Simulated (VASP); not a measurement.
# BaZnPF (P4/nmm) in VASP: notebook

The runs below take BaZnPF through single point, with PBE.

Everything below comes from runs of VASP 6.6.1. Logs are shortened: lines on timing, memory, paths and dates and some standing lists are left out, and cuts for length are marked.

**1. The cell of the first run**

It takes space group P4/nmm (No. 129, tetragonal). The conventional cell has a = 4.156 Å, b = 4.156 Å, c = 9.457 Å, α = 90.00°, β = 90.00°, γ = 90.00°. Ba (site symmetry 4mm) has 4 F at 2.62 Å and 4 P at 3.41 Å within 3.5 Å. Within 3.3 Å of Zn (site symmetry -4m2) lie 4 P at 2.51 Å and 4 Zn at 2.94 Å. Within 3.3 Å of P (site symmetry 4mm) lie 4 Zn at 2.51 Å. Within 3.5 Å of F (site symmetry -4m2) lie 4 Ba at 2.62 Å and 4 F at 2.94 Å.

**2. Single point, PBE**

INCAR reads:

```
ALGO     = Normal         # electronic algorithm
EDIFF    = 1E-6           # SCF threshold, eV
ENCUT    = 520            # plane-wave cutoff, eV
GGA      = PE             # functional
ISIF     = 2              # what is computed and relaxed
ISMEAR   = -1             # smearing method
LASPH    = T              # aspherical terms in the spheres
LCHARG   = T              # write CHGCAR
LELF     = T              # ELF
LREAL    = F              # projectors in reciprocal space
LVHAR    = T            
LWAVE    = F              # write WAVECAR
NBANDS   = 44             # bands
NELM     = 60             # most SCF steps
PREC     = Accurate       # precision mode
SIGMA    = 0.1            # smearing width, eV
```

KPOINTS reads:

```
k-points
0
Gamma
  4 4 2
```

POSCAR reads:

```
BaZnPF
1.0
    4.1563400000      0.0000000000      0.0000000000
    0.0000000000      4.1563400000      0.0000000000
    0.0000000000      0.0000000000      9.4574300000
Ba Zn P F
2 2 2 2
Direct
    0.5000000000      0.0000000000      0.3317700000
    0.0000000000      0.5000000000      0.6682300000
    0.5000000000      0.5000000000      0.0000000000
    0.0000000000      0.0000000000      0.0000000000
    0.0000000000      0.5000000000      0.1491000000
    0.5000000000      0.0000000000      0.8509000000
    0.5000000000      0.5000000000      0.5000000000
    0.0000000000      0.0000000000      0.5000000000
```

Potentials or basis: VASP PAW PBE potentials, release 64 (Ba_sv, Zn, P, F).

Command:

```console
> cat potpaw_PBE.64/Ba_sv/POTCAR potpaw_PBE.64/Zn/POTCAR potpaw_PBE.64/P/POTCAR potpaw_PBE.64/F/POTCAR > POTCAR
> mpirun -np 1 vasp_std > vasp.out
```

OUTCAR:

```text
EDIFF = 1E-6
   ENCUT = 520
   GGA = PE
   ISIF = 2
   ISMEAR = -1
   LASPH = T
   LREAL = F
   NELM = 60
   PREC = Accurate

 ion  position               nearest neighbor table
   1  0.500  0.000  0.332-   7 2.62   8 2.62   7 2.62   8 2.62   5 3.41   5 3.41   5 3.41   5 3.41
                             4 3.76   3 3.76   4 3.76   3 3.76   2 4.33   2 4.33   2 4.33   2 4.33
   2  0.000  0.500  0.668-   7 2.62   8 2.62   8 2.62   7 2.62   6 3.41   6 3.41   6 3.41   6 3.41
                             3 3.76   4 3.76   4 3.76   3 3.76   1 4.33   1 4.33   1 4.33   1 4.33
   3  0.500  0.500  0.000-   5 2.51   6 2.51   6 2.51   5 2.51   4 2.94   4 2.94   4 2.94   4 2.94
                             2 3.76   1 3.76   2 3.76   1 3.76
   4  0.000  0.000  0.000-   5 2.51   6 2.51   5 2.51   6 2.51   3 2.94   3 2.94   3 2.94   3 2.94
                             1 3.76   2 3.76   2 3.76   1 3.76
   5  0.000  0.500  0.149-   3 2.51   4 2.51   4 2.51   3 2.51   1 3.41   1 3.41   1 3.41   1 3.41

   6  0.500  0.000  0.851-   3 2.51   4 2.51   3 2.51   4 2.51   2 3.41   2 3.41   2 3.41   2 3.41

   7  0.500  0.500  0.500-   1 2.62   2 2.62   1 2.62   2 2.62
   8  0.000  0.000  0.500-   1 2.62   2 2.62   2 2.62   1 2.62

  LATTYP: Found a simple tetragonal cell.
 ALAT       =     4.1563400000
 C/A-ratio  =     2.2754226074

  Lattice vectors:

 A1 = (   4.1563400000,   0.0000000000,   0.0000000000)
 A2 = (   0.0000000000,   4.1563400000,   0.0000000000)
 A3 = (   0.0000000000,   0.0000000000,   9.4574300000)

Analysis of symmetry for initial positions (statically):
=====================================================================
 Subroutine PRICEL returns:
 Original cell was already a primitive cell.

 Routine SETGRP: Setting up the symmetry group for a
 simple tetragonal supercell.

 Subroutine GETGRP returns: Found 16 space group operations
 (whereof  8 operations were pure point group operations)
 out of a pool of 16 trial point group operations.

The static configuration has the point symmetry D_2d.
 The point group associated with its full space group is D_4h.

Analysis of symmetry for dynamics (positions and initial velocities):
=====================================================================
 Subroutine PRICEL returns:
 Original cell was already a primitive cell.

 Routine SETGRP: Setting up the symmetry group for a
 simple tetragonal supercell.

 Subroutine GETGRP returns: Found 16 space group operations
 (whereof  8 operations were pure point group operations)
 out of a pool of 16 trial point group operations.

The dynamic configuration has the point symmetry D_2d.
 The point group associated with its full space group is D_4h.

 Subroutine INISYM returns: Found 16 space group operations
 (whereof  8 operations are pure point group operations),
 and found     1 'primitive' translations

----------------------------------------------------------------------------------------

                                     Primitive cell

  volume of cell :     163.3786

  direct lattice vectors                    reciprocal lattice vectors
     4.156340000  0.000000000  0.000000000     0.240596294  0.000000000  0.000000000
     0.000000000  4.156340000  0.000000000     0.000000000  0.240596294  0.000000000
     0.000000000  0.000000000  9.457430000     0.000000000  0.000000000  0.105736971

  length of vectors
     4.156340000  4.156340000  9.457430000     0.240596294  0.240596294  0.105736971

  position of ions in fractional coordinates (direct lattice)
     0.500000000  0.000000000  0.331770000
     0.000000000  0.500000000  0.668230000
     0.500000000  0.500000000  0.000000000
     0.000000000  0.000000000  0.000000000
     0.000000000  0.500000000  0.149100000
     0.500000000  0.000000000  0.850900000
     0.500000000  0.500000000  0.500000000
     0.000000000  0.000000000  0.500000000

  ion indices of the primitive-cell ions
   primitive index   ion index
                 1           1
                 2           2
                 3           3
                 4           4
                 5           5
                 6           6
                 7           7
                 8           8

----------------------------------------------------------------------------------------

 KPOINTS: k-points

Automatic generation of k-mesh.
 Grid dimensions read from file:
 generate k-points for:    4    4    2

 Generating k-lattice:

  Cartesian coordinates                     Fractional coordinates (reciprocal lattice)
     0.060149073  0.000000000  0.000000000     0.250000000  0.000000000  0.000000000
     0.000000000  0.060149073  0.000000000     0.000000000  0.250000000  0.000000000
     0.000000000  0.000000000  0.052868485     0.000000000  0.000000000  0.500000000

  Length of vectors
     0.060149073  0.060149073  0.052868485

  Shift w.r.t. Gamma in fractional coordinates (k-lattice)
     0.000000000  0.000000000  0.000000000

 Subroutine IBZKPT returns following result:
 ===========================================

 Found     12 irreducible k-points:

 Following reciprocal coordinates:
            Coordinates               Weight
  0.000000  0.000000  0.000000      1.000000
  0.250000  0.000000  0.000000      4.000000
  0.500000  0.000000  0.000000      2.000000
  0.250000  0.250000  0.000000      4.000000
  0.500000  0.250000  0.000000      4.000000
  0.500000  0.500000  0.000000      1.000000
  0.000000  0.000000  0.500000      1.000000
  0.250000  0.000000  0.500000      4.000000
  0.500000  0.000000  0.500000      2.000000
  0.250000  0.250000  0.500000      4.000000
  0.500000  0.250000  0.500000      4.000000
  0.500000  0.500000  0.500000      1.000000
   k-points           NKPTS =     12   k-points in BZ     NKDIM =     12   number of bands    NBANDS=     44
   number of dos      NEDOS =    301   number of ions     NIONS =      8
   total plane-waves  NPLWV =  71680
   dimension x,y,z NGX =    32 NGY =   32 NGZ =   70
   dimension x,y,z NGXF=    64 NGYF=   64 NGZF=  140
   ions per type =               2   2   2   2
   NGX,Y,Z   is equivalent  to a cutoff of  12.80, 12.80, 12.30 a.u.
   NGXF,Y,Z  is equivalent  to a cutoff of  25.60, 25.60, 24.61 a.u.
 SYSTEM =  unknown system
   PREC   = accura    normal or accurate (medium, high low for compatibility)
   ISTART =      0    job   : 0-new  1-cont  2-samecut
   ICHARG =      2    charge: 1-file 2-atom 10-const
   ISPIN  =      1    spin polarized calculation?
   LNONCOLLINEAR =      F non collinear calculations
   LSORBIT =      F    spin-orbit coupling
   LASPH  =      T    aspherical Exc in radial PAW
   ENCUT  =  520.0 eV  38.22 Ry    6.18 a.u.   7.73  7.73 17.58*2*pi/ulx,y,z
   NELM   =     60;   NELMIN=  2; NELMDL= -5     # of ELM steps
   EDIFF  = 0.1E-05   stopping-criterion for ELM
   LREAL  =      F    real-space projection
   EDIFFG = 0.1E-04   stopping-criterion for IOM
   NSW    =      0    number of steps for IOM
   IBRION =     -1    ionic relax: 0-MD 1-quasi-New 2-CG
   NFREE  =      0    steps in history (QN), initial steepest desc. (CG)
   ISIF   =      2    stress and relaxation
   ISYM   =      2    0-nonsym 1-usesym 2-fastsym
   POTIM  = 0.5000    time-step for ionic-motion
   TEBEG  =    0.0;   TEEND  =   0.0 temperature during run
   PSTRESS=    0.0 pullay stress
   NELECT =      68.0000    total number of electrons
   NUPDOWN=      -1.0000    fix difference up-down
   EMIN   =  10.00;   EMAX   =-10.00  energy-range for DOS
   EFERMI =   0.00;   METHOD = LEGACY
   ISMEAR =    -1;   SIGMA  =   0.10  broadening in eV -4-tet -1-fermi 0-gaus
   EFERMI_NEDOS =   21; number of points for ismear=-14 and -15
   IALGO  =     38    algorithm
   IMIX   =      4    mixing-type and parameters
     AMIX     =   0.40;   BMIX     =  1.00
     AMIX_MAG =   1.60;   BMIX_MAG =  1.00
  volume/ion in A,a.u.               =      20.42       137.82
  Fermi-wavevector in a.u.,A,eV,Ry     =   1.222304  2.309820 20.327486  1.494028
  Thomas-Fermi vector in A             =   2.357456
   LORBIT       =      0    0 simple, 1 ext, 2 COOP (PROOUT), +10 PAW based schemes
   GGA     = PE    functional components
[... 5 lines left out ...]
 non-spin polarized calculation
  energy-cutoff  :      520.00
  volume of cell :      163.38
 maximum number of plane-waves:      4428
 NGX is ok and might be reduce to    32
   NGX = 15   NGY = 15   NGZ = 35

 number of electron      67.9999991 magnetization

 Free energy of the ion-electron system (eV)
  ---------------------------------------------------
  ext. energy  EPLUGINS =         0.00000000
  ---------------------------------------------------
  free energy    TOTEN  =       -35.30595840 eV

  energy without entropy =      -35.29458940  energy(sigma->0) =      -35.30027390

 E-fermi :   3.5587     XC(G=0):  -9.7244

 val. band max:        3.2678832485   @ k =   0.0000   0.0000   0.0000
 cond. band min:       3.7062803069   @ k =   0.0000   0.0000   0.0000
 fundamental gap:      0.4383970584
 Fermi energy:         3.5586906928

 k-point     1 :       0.0000    0.0000    0.0000
  band No.  band energies     occupation
      1     -24.1683      2.00000
      2     -23.9614      2.00000
      3     -20.2834      2.00000
      4     -20.1591      2.00000
      5      -9.3032      2.00000
      6      -9.2719      2.00000
[... 36 lines left out ...]
     43       8.5180      0.00000
     44       8.5752      0.00000

 k-point     2 :       0.2500    0.0000    0.0000
  band No.  band energies     occupation
      1     -24.1015      2.00000
      2     -23.9526      2.00000
      3     -20.3054      2.00000
      4     -20.2223      2.00000
      5      -9.4885      2.00000
      6      -9.4552      2.00000
[... 36 lines left out ...]
     43       8.3336      0.00000
     44       8.4396      0.00000

 k-point     3 :       0.5000    0.0000    0.0000
  band No.  band energies     occupation
      1     -23.9882      2.00000
      2     -23.9882      2.00000
      3     -20.3078      2.00000
      4     -20.3078      2.00000
      5      -9.5597      2.00000
      6      -9.5597      2.00000
[... 36 lines left out ...]
     43       8.5679      0.00000
     44       8.5679      0.00000

 k-point     4 :       0.2500    0.2500    0.0000
  band No.  band energies     occupation
      1     -24.0424      2.00000
      2     -23.9352      2.00000
      3     -20.3336      2.00000
      4     -20.2777      2.00000
      5      -9.5646      2.00000
      6      -9.4359      2.00000
[... 318 lines left out ...]
     43       8.3678      0.00000
     44       8.6543      0.00000

 k-point    11 :       0.5000    0.2500    0.5000
  band No.  band energies     occupation
      1     -23.9495      2.00000
      2     -23.9495      2.00000
      3     -20.3489      2.00000
      4     -20.3489      2.00000
      5      -9.5351      2.00000
      6      -9.5351      2.00000
[... 36 lines left out ...]
     43       9.3471      0.00000
     44       9.3490      0.00000

 k-point    12 :       0.5000    0.5000    0.5000
  band No.  band energies     occupation
      1     -23.9098      2.00000
      2     -23.9098      2.00000
      3     -20.3919      2.00000
      4     -20.3919      2.00000
      5      -9.5611      2.00000
      6      -9.5611      2.00000
[... 36 lines left out ...]
     43      10.6479      0.00000
     44      10.6545      0.00000

------------------------ aborting loop because EDIFF is reached ----------------------------------------

  FORCE on cell =-STRESS in cart. coord.  units (eV):
  Direction    XX          YY          ZZ          XY          YZ          ZX
  --------------------------------------------------------------------------------------
  -------------------------------------------------------------------------------------
  Total        1.8898826      1.8898826      1.7570047      0.0000000      0.0000000      0.0000000
  in kB       18.5331880     18.5331880     17.2301174      0.0000000      0.0000000      0.0000000
  external PRESSURE =      18.0988311 kB  Pullay stress =       0.0000000 kB

 VOLUME and BASIS-vectors are now :
 -----------------------------------------------------------------------------
  energy-cutoff  :      520.00
  volume of cell :      163.38
      direct lattice vectors                 reciprocal lattice vectors
     4.156340000  0.000000000  0.000000000     0.240596294  0.000000000  0.000000000
     0.000000000  4.156340000  0.000000000     0.000000000  0.240596294  0.000000000
     0.000000000  0.000000000  9.457430000     0.000000000  0.000000000  0.105736971

 POSITION                                       TOTAL-FORCE (eV/Angst)
 -----------------------------------------------------------------------------------
      2.07817      0.00000      3.13769         0.000000      0.000000     -0.320899
      0.00000      2.07817      6.31974        -0.000000     -0.000000      0.320899
      2.07817      2.07817      0.00000        -0.000000     -0.000000     -0.000000
      0.00000      0.00000      0.00000        -0.000000      0.000000     -0.000000
      0.00000      2.07817      1.41010        -0.000000      0.000000      0.020951
      2.07817      0.00000      8.04733        -0.000000      0.000000     -0.020951
      2.07817      2.07817      4.72872         0.000000      0.000000     -0.000000
      0.00000      0.00000      4.72872        -0.000000      0.000000     -0.000000
 -----------------------------------------------------------------------------------
    total drift:                                0.000000     -0.000000     -0.000000

  FREE ENERGIE OF THE ION-ELECTRON SYSTEM (eV)
  ---------------------------------------------------
  free  energy   TOTEN  =       -35.3059583984 eV

  energy  without entropy=      -35.2945893963  energy(sigma->0) =      -35.30027390
```

Wall time 2.5 min (1 thread of Intel Xeon 8259CL, shared host); peak memory 0.3 GiB.

Results:

* Free energy: -35.3060 eV
* Pressure: 1.8 GPa
* Largest force: 0.321 eV/Å
* Band gap on the k mesh: 0.44 eV, direct

Forces on the atoms (eV/Å):
```
Ba   0.000  0.000 -0.321
Ba   0.000  0.000  0.321
Zn   0.000  0.000  0.000
Zn   0.000  0.000  0.000
P    0.000  0.000  0.021
P    0.000  0.000 -0.021
F    0.000  0.000  0.000
F    0.000  0.000  0.000
```

Caveat: spin-orbit coupling is left out, which moves the levels of the heavy elements. PBE gaps usually lie below the measured ones, often by a third to a half.

[end of part 1 of 2]
